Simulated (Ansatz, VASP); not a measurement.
## Al2Cu: VASP beside Ansatz

File INCAR:

```
SYSTEM = Al2Cu
PREC     = Accurate       ! precision mode
ENCUT    = 520            ! plane-wave cutoff, eV
EDIFF    = 1E-6           ! SCF threshold, eV
ISMEAR   = 0              ! smearing method
SIGMA    = 0.15           ! smearing width, eV
LREAL    = .FALSE.        ! projectors in reciprocal space
LASPH    = .TRUE.         ! aspherical terms in the spheres
NELM     = 100            ! most SCF steps
ALGO     = Fast           ! electronic algorithm
ISIF     = 2              ! what is computed and relaxed
LWAVE    = .FALSE.        ! write WAVECAR
LCHARG   = .FALSE.        ! write CHGCAR
GGA      = PS             ! functional
NBANDS   = 16             ! bands
```

The input KPOINTS:

```
Automatic mesh
0
G
  14 14 14
  0 0 0
```

The input POSCAR:

```
Al2Cu
1.0
   -2.0246107077      2.0246107077      2.8631594530
    2.0246107077     -2.0246107077      2.8631594530
    2.0246107077      2.0246107077     -2.8631594530
Al Cu
2 1
Direct
    0.7452850484      0.2169953386      0.4622803870
    0.2452850484      0.7169953386      0.4622803870
    0.5040039231      0.5280274617      0.0320313848
```

Input for Ansatz:

```yaml
crystal:
  lattice:
    - [-2.0246107077, 2.0246107077, 2.863159453]
    - [2.0246107077, -2.0246107077, 2.863159453]
    - [2.0246107077, 2.0246107077, -2.863159453]
  atoms:
    - { symbol: Al, position: [0.7452850484, 0.2169953386, 0.462280387] }
    - { symbol: Al, position: [0.2452850484, 0.7169953386, 0.462280387] }
    - { symbol: Cu, position: [0.5040039231, 0.5280274617, 0.0320313848] }
basis:
  ecutwfc: 520.0
kpoints:
  mp_grid: { grid: [14, 14, 14] }
hamiltonian:
  xc: pbesol
  pseudopotentials: { kind: paw, azcp: { folder: soft_1 } }
scf:
  occupations: { method: gaussian, width: 0.15 }
output:
  forces: true
  stress: true
  eigenvalues: true
  write_density: true
  write_potential: true
  elf: true
  volumetric_format: npy
```

Change from the starting cell: mode 4 frozen in at -0.108 Å and mode 5 at -0.081 Å (largest displacements).

Alike in both runs: task single point; functional PBEsol; k mesh 14 × 14 × 14; occupations gaussian, width 0.15 eV; no spin polarisation.

|  | VASP | Ansatz |
| --- | --- | --- |
| version | VASP 6.6.1 | Ansatz 0.2.0 |
| potentials or method | VASP PAW PBE potentials, release 64 (Al, Cu), cutoff 520 eV | scalar-relativistic, plane waves, PAW |
| valence electrons in the cell | 17 | 25 |

|  | VASP | Ansatz | Ansatz less VASP |
| --- | --- | --- | --- |
| gap on the k mesh at the Fermi level (eV) | none | none | - |
| pressure (GPa) | 2.4 | 2.4 | +0.01 |
| traceless stress, the component that is largest in VASP (GPa) | -2.78 | -2.77 | +0.005 |
| rms of the force components (eV/Å) | 0.849 | 0.848 | -0.0012 |

VASP's potentials were made for PBE, not for PBEsol, and Ansatz warns of the same on its side. Atom by atom the forces differ by 0.001 eV/Å (rms over components). A gap of «none» marks a metal or a gap that the smearing closes. VASP's potentials hold 17 valence electrons a cell and Ansatz's 25, so a difference there can come from the potentials and not from the codes.
